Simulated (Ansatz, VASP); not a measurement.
Given: the input of a run of VASP 6.6.1 on La.

Contents of INCAR:

```
SYSTEM = La
ALGO = Normal ; EDIFF = 1E-6
ENCUT = 520 ; GGA = PE
ISIF = 2 ; ISMEAR = -1
LASPH = .TRUE. ; LCHARG = .TRUE.
LELF = .TRUE. ; LREAL = .FALSE.
LVHAR = .TRUE. ; LWAVE = .FALSE.
NBANDS = 12 ; NELM = 80
PREC = Accurate ; SIGMA = 0.05
```

The input KPOINTS:

```
k-points
0
G
  9 9 9
  0 0 0
```

The input POSCAR:

```
La
1.0
   -2.1517794217      2.1517794217      2.1517794217
    2.1517794217     -2.1517794217      2.1517794217
    2.1517794217      2.1517794217     -2.1517794217
La
1
Direct
    0.0000000000      0.0000000000      0.0000000000
```

Potentials or basis: VASP PAW PBE potentials, release 64 (La).

Launch:

```bash
$ cat potpaw_PBE.64/La/POTCAR > POTCAR
$ mpirun -np 1 vasp_std > vasp.out
```

Task: Set up the same calculation for Ansatz 0.2.0. Potentials there: all-electron LAPW, scalar-relativistic.

Result: As run (the cutoff follows the program's own potentials):

The input input.yaml:

```yaml
crystal:
  lattice:
    - [-2.1517794217, 2.1517794217, 2.1517794217]
    - [2.1517794217, -2.1517794217, 2.1517794217]
    - [2.1517794217, 2.1517794217, -2.1517794217]
  atoms:
    - { symbol: La, position: [0.0, 0.0, 0.0] }
kpoints:
  mp_grid: { grid: [9, 9, 9] }
scf:
  occupations: { method: fermi_dirac, width: 0.05 }
hamiltonian:
  xc: pbe
  pseudopotentials: { kind: all_electron, lapw: { basis_error: 0.0005 } }
output:
  forces: true
  stress: true
  eigenvalues: true
```

Potentials or basis: all-electron LAPW, scalar-relativistic.

The run is started by

```sh
$ ansatz run input.yaml --threads 2 --pin off --max-ram 5120MiB --backend cpu --events-out ev --progress --plain --runs-dir out
```

Both were run:

|  | VASP | Ansatz | Ansatz less VASP |
| --- | --- | --- | --- |
| gap on the k mesh at the Fermi level (eV) | none | none | - |
| pressure (GPa) | -1.4 | -1.4 | -0.02 |

A gap of «none» marks a metal or a gap that the smearing closes. Ansatz ran all-electron here, and VASP with PAW potentials.

Spin-orbit coupling is off throughout.
